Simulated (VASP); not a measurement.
Wanted: the native input for a VASP 6.6.1 run.

```yaml
Task: single point
Functional: PBE
Potentials_or_basis: VASP PAW PBE potentials, release 64 (Al, Ga_d, As)
Cutoff: 520 eV
k_mesh: 4 × 4 × 4
Occupations: gaussian, width 0.1 eV
Spin: no spin polarisation
Dipole_correction: no
Further_INCAR_settings: ALGO = Normal; EDIFF = 1e-06; NBANDS = 46
```

The structure of Al2Ga3As5 lies in POSCAR:

```
Al2Ga3As5
1.0
   -0.0005016550     -4.0836014103      0.0000572630
    4.0834213430      0.0004843864     -0.0014919475
   -2.0438843740      2.0377409717     14.1692181424
Al Ga As
2 3 5
Direct
    0.2010400741      0.2005099567      0.4002369351
    0.7999302618      0.7999450682      0.5997962941
   -0.0004720899      0.0001657655     -0.0000238022
    0.6002331933      0.5993593416      0.2003018497
    0.3994019619      0.4003245510      0.7996978437
    0.5496380121      0.0492143492      0.1000302720
    0.1506586626      0.6506569142      0.3009786695
    0.7507564648      0.2499430027      0.5000152640
    0.3493953382      0.8498302323      0.6990333645
    0.9494181213      0.4500508187      0.8999333096
```

These files were run (other wordings do the same):

INCAR

```
SYSTEM = Al2Ga3As5
ALGO = Normal ; EDIFF = 1E-6
ENCUT = 520 ; GGA = PE
ISIF = 2 ; ISMEAR = 0
LASPH = .True. ; LCHARG = .True.
LELF = .True. ; LREAL = .False.
LVHAR = .True. ; LWAVE = .False.
NBANDS = 46 ; NELM = 100
PREC = Accurate ; SIGMA = 0.1
```

KPOINTS

```
k-points
0
Gamma
  4 4 4
  0 0 0
```

Potentials or basis: VASP PAW PBE potentials, release 64 (Al, Ga_d, As).

Run with:

```bash
$ cat potpaw_PBE.64/Al/POTCAR potpaw_PBE.64/Ga_d/POTCAR potpaw_PBE.64/As/POTCAR > POTCAR
$ mpirun -np 1 vasp_std > vasp.out
```

It gave:

* Pressure: 0.2 GPa
* Largest force: 0.016 eV/Å
* Band gap on the k mesh: 0.69 eV, direct

It took 3.5 min on 1 thread of Intel(R) Xeon(R) 6975P-C (Granite Rapids), with other jobs on the host, peak memory 0.49 GiB.
